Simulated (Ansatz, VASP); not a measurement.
**HfO2: VASP beside Ansatz**

```
CELL_PARAMETERS angstrom
4.88122 0.00000 0.00000
0.00000 4.88122 0.00000
0.00000 0.00000 3.23789
ATOMIC_POSITIONS crystal
Hf 0.00000 0.00000 0.95821
Hf 0.50000 0.50000 0.54179
O 0.17212 0.78248 0.48659
O 0.32788 0.28248 0.01341
O 0.67212 0.71752 0.01341
O 0.82788 0.21752 0.48659
```

Change from the starting cell: mode 4 frozen in at -0.135 Å and mode 5 at -0.157 Å (largest displacements).

Alike in both runs: task single point; functional PBE; k mesh 6 × 6 × 8; occupations gaussian, width 0.05 eV; no spin polarisation.

```csv
,VASP,Ansatz
version,VASP 6.6.1,Ansatz 0.2.0
potentials or method,"VASP PAW PBE potentials, release 64 (Hf_pv, O), cutoff 520 eV","scalar-relativistic, plane waves, PAW"
valence electrons in the cell,44,76
```

Ansatz gave:

| Quantity | Value |
| --- | --- |
| gap on the k mesh at the Fermi level (eV) | 4.04 |
| least direct gap on the mesh (eV) | 4.04 |
| pressure (GPa) | -0.8 |
| traceless stress, the component that is largest in VASP (GPa) | -1.05 |
| rms of the force components (eV/Å) | 0.270 |

Problem. Estimate VASP's values.

Solution. gap on the k mesh at the Fermi level (eV): 3.98; least direct gap on the mesh (eV): 3.98; pressure (GPa): -3.5; traceless stress, the component that is largest in VASP (GPa): -0.88; rms of the force components (eV/Å): 0.272.

Atom by atom the forces differ by 0.033 eV/Å (rms over components). With one functional, cell and mesh, what is left measures potentials, basis and numerics. VASP's potentials hold 44 valence electrons a cell and Ansatz's 76, so a difference there can come from the potentials and not from the codes.

Spin-orbit coupling is off throughout.
